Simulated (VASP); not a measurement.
# Ge (P6/mmm) in VASP: relaxation of cell and atoms with PBE

Aim: the relaxation of cell and atoms of Ge with PBE.

Program: VASP 6.6.1. These are calculated values, not measurements. Logs are shortened: lines on timing, memory, paths and dates and some standing lists are left out, and cuts for length are marked.

## 1. The cell of the first run

It takes space group P6/mmm (No. 191, hexagonal). The conventional cell has a = 4.240 Å, b = 4.240 Å, c = 2.629 Å, α = 90.00°, β = 90.00°, γ = 120.00°. Within 3.5 Å of Ge (site symmetry 6/mmm) lie 14 Ge at 2.63 to 2.78 Å. Within 3.2 Å of Ge (site symmetry -6m2) lie 11 Ge at 2.45 to 2.78 Å.

This isn't the form of Ge at room conditions, which is diamond.

## 2. Relaxation of cell and atoms, PBE, target pressure 48 GPa, at which the enthalpy is minimised

Contents of INCAR:

```
SYSTEM = Ge
PREC = Accurate ; ENCUT = 600
EDIFF = 1E-6 ; ISMEAR = -1
SIGMA = 0.08 ; LREAL = .False.
LASPH = .True. ; NELM = 100
ALGO = Normal ; ISIF = 3
LWAVE = .False. ; LCHARG = .False.
GGA = PE ; IBRION = 2
NSW = 60 ; EDIFFG = -0.005
PSTRESS = 480.0
```

Contents of KPOINTS:

```
regular mesh
0
Gamma
  9 9 12
  0 0 0
```

Contents of POSCAR:

```
Ge
1.0
    4.2403958176      0.0000000000      0.0000000000
   -2.1201979088      3.6722905002      0.0000000000
    0.0000000000      0.0000000000      2.6290454069
Ge
3
Direct
    0.0000000000      0.0000000000      0.0000000000
    0.3333333333      0.6666666667      0.5000000000
    0.6666666667      0.3333333333      0.5000000000
```

Potentials or basis: VASP PAW PBE potentials, release 64 (Ge_d).

Command:

```sh
> cat potpaw_PBE.64/Ge_d/POTCAR > POTCAR
> mpirun -np 1 vasp_std > vasp.out
```

OUTCAR:

```text
SYSTEM = Ge
   PREC = Accurate
   ENCUT = 600
   EDIFF = 1E-6
   ISMEAR = -1
   LREAL = .False.
   LASPH = .True.
   NELM = 100
   ISIF = 3
   GGA = PE
   IBRION = 2
   NSW = 60
   EDIFFG = -0.005
   PSTRESS = 480.0

 ion  position               nearest neighbor table
   1  0.000  0.000  0.000-   2 2.78   3 2.78   2 2.78   3 2.78   3 2.78   3 2.78   2 2.78   2 2.78
                             3 2.78   3 2.78   2 2.78   2 2.78
   2  0.333  0.667  0.500-   3 2.45   3 2.45   3 2.45   1 2.78   1 2.78   1 2.78   1 2.78   1 2.78
                             1 2.78
   3  0.667  0.333  0.500-   2 2.45   2 2.45   2 2.45   1 2.78   1 2.78   1 2.78   1 2.78   1 2.78
                             1 2.78

  LATTYP: Found a hexagonal cell.
 ALAT       =     4.2403958176
 C/A-ratio  =     0.6200000000

  Lattice vectors:

 A1 = (   4.2403958176,   0.0000000000,   0.0000000000)
 A2 = (  -2.1201979088,   3.6722905002,   0.0000000000)
 A3 = (   0.0000000000,   0.0000000000,   2.6290454069)

Analysis of symmetry for initial positions (statically):
=====================================================================
 Subroutine PRICEL returns:
 Original cell was already a primitive cell.

 Routine SETGRP: Setting up the symmetry group for a
 hexagonal supercell.

 Subroutine GETGRP returns: Found 24 space group operations
 (whereof 24 operations were pure point group operations)
 out of a pool of 24 trial point group operations.

The static configuration has the point symmetry D_6h.

Analysis of symmetry for dynamics (positions and initial velocities):
=====================================================================
 Subroutine PRICEL returns:
 Original cell was already a primitive cell.

 Routine SETGRP: Setting up the symmetry group for a
 hexagonal supercell.

 Subroutine GETGRP returns: Found 24 space group operations
 (whereof 24 operations were pure point group operations)
 out of a pool of 24 trial point group operations.

The dynamic configuration has the point symmetry D_6h.

 Subroutine INISYM returns: Found 24 space group operations
 (whereof 24 operations are pure point group operations),
 and found     1 'primitive' translations

----------------------------------------------------------------------------------------

                                     Primitive cell

  volume of cell :      40.9394

  direct lattice vectors                    reciprocal lattice vectors
[... 107 lines left out ...]
   IMIX   =      4    mixing-type and parameters
     AMIX     =   0.40;   BMIX     =  1.00
     AMIX_MAG =   1.60;   BMIX_MAG =  1.00
  volume/ion in A,a.u.               =      13.65        92.09
  Fermi-wavevector in a.u.,A,eV,Ry     =   1.651115  3.120156 37.091958  2.726182
  Thomas-Fermi vector in A             =   2.739950
   LORBIT       =      0    0 simple, 1 ext, 2 COOP (PROOUT), +10 PAW based schemes
   GGA     = PE    functional components
   LHFCALC =     F    Hartree Fock is set to
   AEXX    =    0.0000 exact exchange contribution
   IVDW    =     0    specifies the selected vdW correction
   LEPSILON=     F    determine dielectric tensor
   LRPA    =     F    only Hartree local field effects (RPA)
 conjugate gradient relaxation of ions
 non-spin polarized calculation
  energy-cutoff  :      600.00
  volume of cell :       40.94
 maximum number of plane-waves:      1402
 NGX is ok and might be reduce to    36
   NGX = 17   NGY = 17   NGZ = 11

--------------------------------------- Ionic step        1  -------------------------------------------

 number of electron      42.0000013 magnetization

 Free energy of the ion-electron system (eV)
  ---------------------------------------------------
  ext. energy  EPLUGINS =         0.00000000
  ---------------------------------------------------
  free energy    TOTEN  =       -10.61616792 eV

  energy without entropy =      -10.59391416  energy(sigma->0) =      -10.60504104

------------------------ aborting loop because EDIFF is reached ----------------------------------------

  FORCE on cell =-STRESS in cart. coord.  units (eV):
  Direction    XX          YY          ZZ          XY          YZ          ZX
  --------------------------------------------------------------------------------------
  -------------------------------------------------------------------------------------
  Total       14.1723898     14.1723898     10.2351509      0.0000000      0.0000000      0.0000000
  in kB      554.6412376    554.6412377    400.5560698      0.0000000      0.0000000      0.0000000
  external PRESSURE =      23.2795150 kB  Pullay stress =     480.0000000 kB
[... 100 lines left out ...]
  energy  without entropy=      -10.9266138240  energy(sigma->0) =      -10.93656845

  enthalpy is  TOTEN    =         1.5750486958 eV   P V=       12.5215717763

[... ionic steps 4 to 10 ...]

--------------------------------------- Ionic step       11  -------------------------------------------

 number of electron      41.9999993 magnetization

------------------------ aborting loop because EDIFF is reached ----------------------------------------
[... 73 lines left out ...]
--------------------------------------- Ionic step       13  -------------------------------------------

 number of electron      41.9999993 magnetization

 Free energy of the ion-electron system (eV)
  ---------------------------------------------------
  ext. energy  EPLUGINS =         0.00000000
  ---------------------------------------------------
  free energy    TOTEN  =       -10.78325597 eV

  energy without entropy =      -10.76252578  energy(sigma->0) =      -10.77289087

 E-fermi :  10.8345     XC(G=0): -12.9785

 val. band max:       10.8054384935   @ k =   0.3333   0.2222   0.4167
 cond. band min:      10.8917831939   @ k =   0.1111  -0.0000   0.4167
 fundamental gap:      0.0863447004
 Fermi energy:        10.8345315039

 k-point     1 :       0.0000    0.0000    0.0000
  band No.  band energies     occupation
      1     -14.4723      2.00000
      2     -14.3645      2.00000
      3     -14.2769      2.00000
      4     -14.2769      2.00000
      5     -14.2469      2.00000
      6     -14.2122      2.00000
[... 661 lines left out ...]
     24      17.8469      0.00000
     25      18.4941      0.00000

 [... further k-points ...]

------------------------ aborting loop because EDIFF is reached ----------------------------------------

  FORCE on cell =-STRESS in cart. coord.  units (eV):
  Direction    XX          YY          ZZ          XY          YZ          ZX
  --------------------------------------------------------------------------------------
  -------------------------------------------------------------------------------------
  Total       12.3545648     12.3545648     12.3594891      0.0000000     -0.0000000     -0.0000000
  in kB      480.1162392    480.1162393    480.3076024      0.0000000     -0.0000000     -0.0000000
  external PRESSURE =       0.1800270 kB  Pullay stress =     480.0000000 kB
[... 22 lines left out ...]
  energy  without entropy=      -10.7625257760  energy(sigma->0) =      -10.77289087

  enthalpy is  TOTEN    =         1.5683177215 eV   P V=       12.3515736933

 reached required accuracy - stopping structural energy minimisation
```

OSZICAR:

```text
N       E                     dE             d eps       ncg     rms          rms(c)
DAV:   1     0.276197033122E+03    0.27620E+03   -0.23378E+04  4952   0.568E+03
DAV:   2     0.269978627280E+02   -0.24920E+03   -0.24530E+03  4216   0.675E+02
DAV:   3    -0.950870760899E+01   -0.36507E+02   -0.36169E+02  4727   0.182E+02
DAV:   4    -0.107169268376E+02   -0.12082E+01   -0.12017E+01  5041   0.411E+01
[... 99 lines left out ...]
DAV:   2    -0.107834544930E+02    0.51135E-03   -0.91178E-04  5139   0.605E-01    0.838E-02
DAV:   3    -0.107832676803E+02    0.18681E-03   -0.36139E-04  5934   0.368E-01    0.157E-02
DAV:   4    -0.107832572917E+02    0.10389E-04   -0.38038E-05  5250   0.139E-01    0.671E-03
DAV:   5    -0.107832561187E+02    0.11731E-05   -0.47467E-06  4112   0.679E-02    0.259E-03
DAV:   6    -0.107832559718E+02    0.14688E-06   -0.50948E-07  2161   0.262E-02
  13 F= 0.15683177E+01 E0= 0.15786828E+01  d E =-.102116E-04
```

CONTCAR:

```text
Ge
   1.00000000000000
     4.3249192163285608    0.0000000000000000   -0.0000000000000000
    -2.1624596081642804    3.7454899107664881   -0.0000000000000000
     0.0000000000000000    0.0000000000000000    2.5451009173174879
  Ge
     3
Direct
     0.0000000000000000    0.0000000000000000    0.0000000000000000
     0.3333333332999970    0.6666666667000030    0.5000000000000000
     0.6666666667000030    0.3333333332999970    0.5000000000000000

  0.00000000E+00  0.00000000E+00  0.00000000E+00
  0.00000000E+00  0.00000000E+00  0.00000000E+00
  0.00000000E+00  0.00000000E+00  0.00000000E+00
```

It took 19 min on 1 thread of AMD EPYC 7R43 (Zen 3), shared host; peak memory 0.19 GiB.

Results:

```
Free energy                                                : -10.7833 eV
Relaxed volume                                             : 13.74 Å³/atom
Relaxed cell                                               : a = 4.325 Å, b = 4.325 Å, c = 2.545 Å, α = 90.00°, β = 90.00°, γ = 120.00°
Space group after relaxing (to 0.1 Å)                      : P6/mmm (No. 191)
Energy change on relaxing (the run minimises the enthalpy) : -55.7 meV/atom
Ionic steps                                                : 13
Pressure after relaxing                                    : 48.0 GPa
Band gap on the k mesh                                     : zero (bands 21 and 22 overlap by 8.09 eV)
```

The path:
| step | energy change (eV) | largest force (eV/Å) | pressure (GPa) | volume (Å³) |
| --- | --- | --- | --- | --- |
| 1 | 0.0000 | 0.0000 | 50.33 | 40.94 |
| 2 | -0.4023 | 0.0000 | 43.26 | 42.07 |
| 3 | -0.3304 | 0.0000 | 44.74 | 41.80 |
| 4 | 0.0933 | 0.0000 | 52.74 | 40.43 |
| 5 | -0.1975 | 0.0000 | 47.66 | 41.33 |
| 6 | -0.2004 | 0.0000 | 47.29 | 41.34 |
| 7 | -0.1476 | 0.0000 | 48.41 | 41.16 |
| 8 | -0.1727 | 0.0000 | 48.04 | 41.25 |
| 9 | -0.1746 | 0.0000 | 47.75 | 41.25 |
| 10 | -0.1733 | 0.0000 | 48.00 | 41.25 |
| 11 | -0.1739 | 0.0000 | 47.76 | 41.25 |
| 12 | -0.1524 | 0.0000 | 48.34 | 41.18 |
| 13 | -0.1671 | 0.0000 | 48.02 | 41.23 |

Final structure:
```cif
data_structure
_symmetry_space_group_name_H-M 'P 1'
_symmetry_Int_Tables_number 1
_cell_length_a 4.3249
_cell_length_b 4.3249
_cell_length_c 2.5451
_cell_angle_alpha 90.000
_cell_angle_beta 90.000
_cell_angle_gamma 120.000
_cell_volume 41.23
loop_
_atom_site_label
_atom_site_type_symbol
_atom_site_fract_x
_atom_site_fract_y
_atom_site_fract_z
_atom_site_occupancy
Ge1 Ge 0.00000 0.00000 0.00000 1
Ge2 Ge 0.33333 0.66667 0.50000 1
Ge3 Ge 0.66667 0.33333 0.50000 1
```

Levels at points of the mesh, in eV from the Fermi level:
| k point | band 18 | band 19 | band 20 | band 21 | band 22 | band 23 | band 24 | band 25 |
| --- | --- | --- | --- | --- | --- | --- | --- | --- |
| (0.00, 0.00, 0.00) | -6.25 | -4.81 | -4.81 | -4.69 | -4.69 | 5.63 | 9.67 | 12.52 |
| (0.00, 0.00, 0.50) | -1.15 | -1.06 | -0.97 | -0.97 | -0.49 | -0.17 | 0.80 | 0.80 |

Caveat: the cell is relaxed towards a set pressure, so the run minimises the enthalpy, not the energy.
